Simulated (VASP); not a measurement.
A run of VASP 6.6.1:

File INCAR:

```
SYSTEM = RuW2
PREC = Accurate
ENCUT = 600
EDIFF = 1E-6
ISMEAR = 0
SIGMA = 0.1
LREAL = .FALSE.
LASPH = .TRUE.
NELM = 60
ALGO = Fast
ISIF = 3
LWAVE = .FALSE.
LCHARG = .FALSE.
GGA = PE
IBRION = 2
NSW = 100
EDIFFG = -0.01
```

The input KPOINTS:

```
Automatic mesh
0
G
  10 10 4
  0 0 0
```

The input POSCAR:

```
RuW2
1.0
    3.1920399408      0.0000000000      0.0000000000
    0.0000000000      3.1920399408      0.0000000000
    0.0000000000      0.0000000000      9.2213668213
Ru W
2 4
Direct
    0.0000000000      0.5000000000      0.9006516272
    0.5000000000      0.0000000000      0.0993483728
    0.0000000000      0.5000000000      0.5818115919
    0.5000000000      0.0000000000      0.4181884081
    0.5000000000      0.0000000000      0.7653511989
    0.0000000000      0.5000000000      0.2346488011
```

Potentials or basis: VASP PAW PBE potentials, release 64 (Ru_pv, W_sv).

The run is started by

```sh
$ cat potpaw_PBE.64/Ru_pv/POTCAR potpaw_PBE.64/W_sv/POTCAR > POTCAR
$ mpirun -np 1 vasp_std > vasp.out
```

Hardware: 1 thread of Intel(R) Xeon(R) 6975P-C (Granite Rapids), with other jobs on the host.

**Question.** How long does it take, and how much memory?

**Answer.** Run time: 16 min on 1 thread of Intel(R) Xeon(R) 6975P-C (Granite Rapids), with other jobs on the host, peak memory 0.45 GiB. Counts: scf iterations 80, k points 63, ion steps 9.
